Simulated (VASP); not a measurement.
# SiB2 (P6_3/mmc) in VASP: relaxation of cell and atoms with PBE

Aim: the relaxation of cell and atoms of SiB2 with PBE.

Everything below comes from runs of VASP 6.6.1. Logs are shortened: lines on timing, memory, paths and dates and some standing lists are left out, and cuts for length are marked.

## 1. The cell of the first run

It takes space group P6_3/mmc (No. 194, hexagonal). The conventional cell has a = 2.975 Å, b = 2.975 Å, c = 7.422 Å, α = 90.00°, β = 90.00°, γ = 120.00°. Si (site symmetry -6m2) has 8 B at 2.03 to 2.40 Å within 2.7 Å. B (site symmetry 3m) has 3 B at 1.75 Å and 1 Si at 2.03 Å within 2.3 Å.

## 2. Relaxation of cell and atoms, PBE

File INCAR:

```
SYSTEM = SiB2
PREC = Accurate ; ENCUT = 600
EDIFF = 1E-6 ; ISMEAR = 0
SIGMA = 0.1 ; LREAL = .FALSE.
LASPH = .TRUE. ; NELM = 60
ALGO = Normal ; ISIF = 3
LWAVE = .FALSE. ; LCHARG = .FALSE.
GGA = PE ; IBRION = 2
NSW = 100 ; EDIFFG = -0.01
```

File KPOINTS:

```
Automatic mesh
0
G
  12 12 4
  0 0 0
```

File POSCAR:

```
SiB2
1.0
    2.9746487628      0.0000000000      0.0000000000
   -1.4873243814      2.5761213959      0.0000000000
    0.0000000000      0.0000000000      7.4215090360
Si B
2 4
Direct
    0.3333333333      0.6666666667      0.2500000000
    0.6666666667      0.3333333333      0.7500000000
    0.3333333333      0.6666666667      0.9761933612
    0.6666666667      0.3333333333      0.0238066388
    0.6666666667      0.3333333333      0.4761933612
    0.3333333333      0.6666666667      0.5238066388
```

Potentials or basis: VASP PAW PBE potentials, release 64 (Si, B).

Started as:

```
$ cat potpaw_PBE.64/Si/POTCAR potpaw_PBE.64/B/POTCAR > POTCAR
$ mpirun -np 1 vasp_std > vasp.out
```

OUTCAR:

```text
SYSTEM = SiB2
   PREC = Accurate
   ENCUT = 600
   EDIFF = 1E-6
   ISMEAR = 0
   LREAL = .FALSE.
   LASPH = .TRUE.
   NELM = 60
   ISIF = 3
   GGA = PE
   IBRION = 2
   NSW = 100
   EDIFFG = -0.01

 ion  position               nearest neighbor table
   1  0.333  0.667  0.250-   3 2.03   6 2.03   4 2.40   5 2.40   4 2.40   5 2.40   5 2.40   4 2.40

   2  0.667  0.333  0.750-   4 2.03   5 2.03   3 2.40   6 2.40   3 2.40   6 2.40   3 2.40   6 2.40

   3  0.333  0.667  0.976-   4 1.75   4 1.75   4 1.75   1 2.03   2 2.40   2 2.40   2 2.40
   4  0.667  0.333  0.024-   3 1.75   3 1.75   3 1.75   2 2.03   1 2.40   1 2.40   1 2.40
   5  0.667  0.333  0.476-   6 1.75   6 1.75   6 1.75   2 2.03   1 2.40   1 2.40   1 2.40
   6  0.333  0.667  0.524-   5 1.75   5 1.75   5 1.75   1 2.03   2 2.40   2 2.40   2 2.40

  LATTYP: Found a hexagonal cell.
 ALAT       =     2.9746487628
 C/A-ratio  =     2.4949194435

  Lattice vectors:

 A1 = (   2.9746487628,   0.0000000000,   0.0000000000)
 A2 = (  -1.4873243814,   2.5761213959,   0.0000000000)
 A3 = (   0.0000000000,   0.0000000000,   7.4215090360)

Analysis of symmetry for initial positions (statically):
=====================================================================
 Subroutine PRICEL returns:
 Original cell was already a primitive cell.

 Routine SETGRP: Setting up the symmetry group for a
 hexagonal supercell.

 Subroutine GETGRP returns: Found 24 space group operations
 (whereof 12 operations were pure point group operations)
 out of a pool of 24 trial point group operations.

The static configuration has the point symmetry D_3d.
 The point group associated with its full space group is D_6h.

Analysis of symmetry for dynamics (positions and initial velocities):
=====================================================================
 Subroutine PRICEL returns:
 Original cell was already a primitive cell.

 Routine SETGRP: Setting up the symmetry group for a
 hexagonal supercell.

 Subroutine GETGRP returns: Found 24 space group operations
 (whereof 12 operations were pure point group operations)
 out of a pool of 24 trial point group operations.

The dynamic configuration has the point symmetry D_3d.
 The point group associated with its full space group is D_6h.

 Subroutine INISYM returns: Found 24 space group operations
 (whereof 12 operations are pure point group operations),
 and found     1 'primitive' translations

----------------------------------------------------------------------------------------

                                     Primitive cell

  volume of cell :      56.8714

  direct lattice vectors                    reciprocal lattice vectors
     2.974648763  0.000000000  0.000000000     0.336174143  0.194090232  0.000000000
    -1.487324381  2.576121396  0.000000000     0.000000000  0.388180464  0.000000000
     0.000000000  0.000000000  7.421509036     0.000000000  0.000000000  0.134743486

  length of vectors
     2.974648763  2.974648763  7.421509036     0.388180464  0.388180464  0.134743486

  position of ions in fractional coordinates (direct lattice)
     0.333333333  0.666666667  0.250000000
     0.666666667  0.333333333  0.750000000
     0.333333333  0.666666667  0.976193361
     0.666666667  0.333333333  0.023806639
     0.666666667  0.333333333  0.476193361
     0.333333333  0.666666667  0.523806639

  ion indices of the primitive-cell ions
   primitive index   ion index
                 1           1
                 2           2
                 3           3
                 4           4
                 5           5
                 6           6

----------------------------------------------------------------------------------------

 KPOINTS: Automatic mesh

Automatic generation of k-mesh.
 Grid dimensions read from file:
 generate k-points for:   12   12    4

 Generating k-lattice:

  Cartesian coordinates                     Fractional coordinates (reciprocal lattice)
     0.028014512  0.016174186  0.000000000     0.083333333 -0.000000000  0.000000000
     0.000000000  0.032348372  0.000000000     0.000000000  0.083333333  0.000000000
     0.000000000  0.000000000  0.033685872     0.000000000  0.000000000  0.250000000

  Length of vectors
     0.032348372  0.032348372  0.033685872

  Shift w.r.t. Gamma in fractional coordinates (k-lattice)
     0.000000000  0.000000000  0.000000000

 Subroutine IBZKPT returns following result:
 ===========================================

 Found     57 irreducible k-points:

 Following reciprocal coordinates:
            Coordinates               Weight
  0.000000  0.000000  0.000000      1.000000
  0.083333  0.000000  0.000000      6.000000
  0.166667  0.000000  0.000000      6.000000
  0.250000  0.000000  0.000000      6.000000
  0.333333  0.000000  0.000000      6.000000
  0.416667  0.000000  0.000000      6.000000
[... 16 lines left out ...]
  0.250000  0.000000  0.250000     12.000000
  0.333333  0.000000  0.250000     12.000000
 [... further k-points ...]
   k-points           NKPTS =     57   k-points in BZ     NKDIM =     57   number of bands    NBANDS=     14
   number of dos      NEDOS =    301   number of ions     NIONS =      6
   total plane-waves  NPLWV =  34560
   dimension x,y,z NGX =    24 NGY =   24 NGZ =   60
   dimension x,y,z NGXF=    48 NGYF=   48 NGZF=  120
   ions per type =               2   4
   NGX,Y,Z   is equivalent  to a cutoff of  13.41, 13.41, 13.44 a.u.
   NGXF,Y,Z  is equivalent  to a cutoff of  26.83, 26.83, 26.88 a.u.
 SYSTEM =  SiB2
   PREC   = accura    normal or accurate (medium, high low for compatibility)
   ISTART =      0    job   : 0-new  1-cont  2-samecut
   ICHARG =      2    charge: 1-file 2-atom 10-const
   ISPIN  =      1    spin polarized calculation?
   LNONCOLLINEAR =      F non collinear calculations
   LSORBIT =      F    spin-orbit coupling
   LASPH  =      T    aspherical Exc in radial PAW
   ENCUT  =  600.0 eV  44.10 Ry    6.64 a.u.   5.94  5.94 14.82*2*pi/ulx,y,z
   NELM   =     60;   NELMIN=  2; NELMDL= -5     # of ELM steps
   EDIFF  = 0.1E-05   stopping-criterion for ELM
   LREAL  =      F    real-space projection
   EDIFFG = -.1E-01   stopping-criterion for IOM
   NSW    =    100    number of steps for IOM
   IBRION =      2    ionic relax: 0-MD 1-quasi-New 2-CG
   NFREE  =      1    steps in history (QN), initial steepest desc. (CG)
   ISIF   =      3    stress and relaxation
   ISYM   =      2    0-nonsym 1-usesym 2-fastsym
   POTIM  = 0.5000    time-step for ionic-motion
   TEBEG  =    0.0;   TEEND  =   0.0 temperature during run
   PSTRESS=    0.0 pullay stress
   NELECT =      20.0000    total number of electrons
   NUPDOWN=      -1.0000    fix difference up-down
   EMIN   =  10.00;   EMAX   =-10.00  energy-range for DOS
   EFERMI =   0.00;   METHOD = LEGACY
   ISMEAR =     0;   SIGMA  =   0.10  broadening in eV -4-tet -1-fermi 0-gaus
   EFERMI_NEDOS =   21; number of points for ismear=-14 and -15
   IALGO  =     38    algorithm
   IMIX   =      4    mixing-type and parameters
     AMIX     =   0.40;   BMIX     =  1.00
     AMIX_MAG =   1.60;   BMIX_MAG =  1.00
  volume/ion in A,a.u.               =       9.48        63.96
  Fermi-wavevector in a.u.,A,eV,Ry     =   1.155545  2.183663 18.167636  1.335284
  Thomas-Fermi vector in A             =   2.292172
   LORBIT       =      0    0 simple, 1 ext, 2 COOP (PROOUT), +10 PAW based schemes
   GGA     = PE    functional components
   LHFCALC =     F    Hartree Fock is set to
   AEXX    =    0.0000 exact exchange contribution
   IVDW    =     0    specifies the selected vdW correction
   LEPSILON=     F    determine dielectric tensor
   LRPA    =     F    only Hartree local field effects (RPA)
 conjugate gradient relaxation of ions
 non-spin polarized calculation
 Gauss-broadening in eV      SIGMA  =   0.10
  energy-cutoff  :      600.00
  volume of cell :       56.87
 maximum number of plane-waves:      1926
 NGX is ok and might be reduce to    24
   NGX = 11   NGY = 11   NGZ = 29

--------------------------------------- Ionic step        1  -------------------------------------------

 number of electron      20.0000000 magnetization

 Free energy of the ion-electron system (eV)
  ---------------------------------------------------
  ext. energy  EPLUGINS =         0.00000000
  ---------------------------------------------------
  free energy    TOTEN  =       -34.69119695 eV

  energy without entropy =      -34.68477027  energy(sigma->0) =      -34.68798361

------------------------ aborting loop because EDIFF is reached ----------------------------------------

  FORCE on cell =-STRESS in cart. coord.  units (eV):
  Direction    XX          YY          ZZ          XY          YZ          ZX
  --------------------------------------------------------------------------------------
  -------------------------------------------------------------------------------------
  Total        0.5864827      0.5864827     -2.9039301      0.0000000      0.0000000      0.0000000
  in kB       16.5223394     16.5223394    -81.8092669      0.0000000      0.0000000      0.0000000
  external PRESSURE =     -16.2548627 kB  Pullay stress =       0.0000000 kB
[... 305 lines left out ...]
  energy  without entropy=      -34.7191224278  energy(sigma->0) =      -34.72100605

--------------------------------------- Ionic step        9  -------------------------------------------

 number of electron      20.0000000 magnetization

 Free energy of the ion-electron system (eV)
  ---------------------------------------------------
  ext. energy  EPLUGINS =         0.00000000
  ---------------------------------------------------
  free energy    TOTEN  =       -34.72299775 eV

  energy without entropy =      -34.71930038  energy(sigma->0) =      -34.72114907

 E-fermi :   8.6235     XC(G=0): -11.5821

 val. band max:        8.6174376942   @ k =   0.4167   0.0833   0.0000
 cond. band min:       8.6423243888   @ k =   0.2500   0.2500   0.5000
 fundamental gap:      0.0248866946
 Fermi energy:         8.6234588640

 k-point     1 :       0.0000    0.0000    0.0000
  band No.  band energies     occupation
      1      -6.7909      2.00000
      2      -4.6729      2.00000
      3      -3.9658      2.00000
      4       1.7571      2.00000
      5       4.3121      2.00000
      6       7.8943      2.00000
      7       7.8943      2.00000
      8       8.5003      1.91850
      9       8.5003      1.91850
     10      12.3871      0.00000
     11      13.9429      0.00000
     12      13.9429      0.00000
     13      14.8613      0.00000
     14      14.8613      0.00000
[... 375 lines left out ...]
 k-point    24 :       0.3333    0.0000    0.2500
  band No.  band energies     occupation
      1      -4.5807      2.00000
      2      -3.4421      2.00000
      3      -0.8966      2.00000
      4       1.7556      2.00000
      5       1.7878      2.00000
      6       3.2107      2.00000
      7       5.7242      2.00000
      8       6.1040      2.00000
      9       6.2734      2.00000
     10       7.7925      2.00000
     11       9.4033      0.00000
     12      11.3164      0.00000
     13      12.2348      0.00000
     14      12.4012      0.00000

 [... further k-points ...]

------------------------ aborting loop because EDIFF is reached ----------------------------------------

  FORCE on cell =-STRESS in cart. coord.  units (eV):
  Direction    XX          YY          ZZ          XY          YZ          ZX
  --------------------------------------------------------------------------------------
  -------------------------------------------------------------------------------------
  Total       -0.0019253     -0.0019253      0.0069758      0.0000000      0.0000000      0.0000000
  in kB       -0.0550558     -0.0550558      0.1994784      0.0000000      0.0000000      0.0000000
  external PRESSURE =       0.0297889 kB  Pullay stress =       0.0000000 kB
[... 21 lines left out ...]
  FREE ENERGIE OF THE ION-ELECTRON SYSTEM (eV)
  ---------------------------------------------------
  free  energy   TOTEN  =       -34.7229977521 eV

  energy  without entropy=      -34.7193003803  energy(sigma->0) =      -34.72114907

 reached required accuracy - stopping structural energy minimisation
```

Wall time 5.6 min (1 thread of Oxide Virtual Turin-like, shared host); peak memory 0.17 GiB.

What came out:

* Free energy: -34.7230 eV
* Relaxed volume: 9.34 Å³/atom
* Relaxed cell: a = 2.983 Å, b = 2.983 Å, c = 7.269 Å, α = 90.00°, β = 90.00°, γ = 120.00°
* Space group after relaxing (to 0.1 Å): P6_3/mmc (No. 194)
* Energy gained by relaxing: 5.3 meV/atom
* Ionic steps: 9
* Pressure after relaxing: 0.0 GPa
* Band gap on the k mesh: zero (bands 10 and 11 overlap by 6.02 eV)

The path:
```tsv
step	energy change (eV)	largest force (eV/Å)	pressure (GPa)	volume (Å³)
1	0.0000	0.0963	-1.63	56.87
2	-0.0133	0.3650	1.57	56.07
3	-0.0251	0.1743	0.23	56.38
4	-0.0292	0.1026	-0.34	56.42
5	-0.0301	0.0412	-0.81	56.45
6	-0.0316	0.0315	-0.18	56.05
7	-0.0317	0.0196	-0.28	56.11
8	-0.0317	0.0185	0.27	55.95
9	-0.0318	0.0004	0.00	56.03
```

Final structure:
```cif
data_structure
_symmetry_space_group_name_H-M 'P 1'
_symmetry_Int_Tables_number 1
_cell_length_a 2.9833
_cell_length_b 2.9833
_cell_length_c 7.2694
_cell_angle_alpha 90.000
_cell_angle_beta 90.000
_cell_angle_gamma 120.000
_cell_volume 56.03
loop_
_atom_site_label
_atom_site_type_symbol
_atom_site_fract_x
_atom_site_fract_y
_atom_site_fract_z
_atom_site_occupancy
Si1 Si 0.33333 0.66667 0.25000 1
Si2 Si 0.66667 0.33333 0.75000 1
B1 B 0.33333 0.66667 0.97398 1
B2 B 0.66667 0.33333 0.02602 1
B3 B 0.66667 0.33333 0.47398 1
B4 B 0.33333 0.66667 0.52602 1
```

Levels at points of the mesh, in eV from the Fermi level:
| k point | band 6 | band 7 | band 8 | band 9 | band 10 | band 11 | band 12 | band 13 | band 14 |
| --- | --- | --- | --- | --- | --- | --- | --- | --- | --- |
| (0.00, 0.00, 0.00) | -0.73 | -0.73 | -0.12 | -0.12 | 3.76 | 5.32 | 5.32 | 6.24 | 6.24 |
| (0.50, 0.00, 0.00) | -6.30 | -3.47 | -3.08 | -2.67 | -0.20 | -0.05 | 0.21 | 2.66 | 2.68 |
| (0.00, 0.00, 0.50) | -0.45 | -0.45 | -0.45 | -0.33 | -0.33 | 5.90 | 5.90 | 5.90 | 5.90 |
| (0.50, 0.00, 0.50) | -6.11 | -3.71 | -3.71 | -3.12 | -3.12 | 2.17 | 2.17 | 4.21 | 4.21 |

The gap in the log of VASP goes by the Fermi energy; the results here count the filled bands.